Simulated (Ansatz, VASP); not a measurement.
# Two plane-wave programs on Nb

```
CELL_PARAMETERS angstrom
-1.65113 1.65113 1.65113
1.65113 -1.65113 1.65113
1.65113 1.65113 -1.65113
ATOMIC_POSITIONS crystal
Nb 0.00000 0.00000 0.00000
```

Alike in both runs: task single point; functional r2SCAN; k mesh 13 × 13 × 13; occupations methfessel-paxton of order 1, width 0.03 eV; no spin polarisation.

|  | VASP | Ansatz |
| --- | --- | --- |
| version | VASP 6.6.1 | Ansatz 0.2.0 |
| potentials or method | VASP PAW PBE potentials, release 64 (Nb_sv), cutoff 520 eV | plane waves (500 eV) with PAW, scalar-relativistic |
| valence electrons in the cell | 13 | 13 |

Ansatz gave:

| Quantity | Value |
| --- | --- |
| pressure (GPa) | -0.5 |

Q: Estimate VASP's values.

A: Pressure (GPa): -0.7.

VASP's potentials were made for PBE, not for r2SCAN.
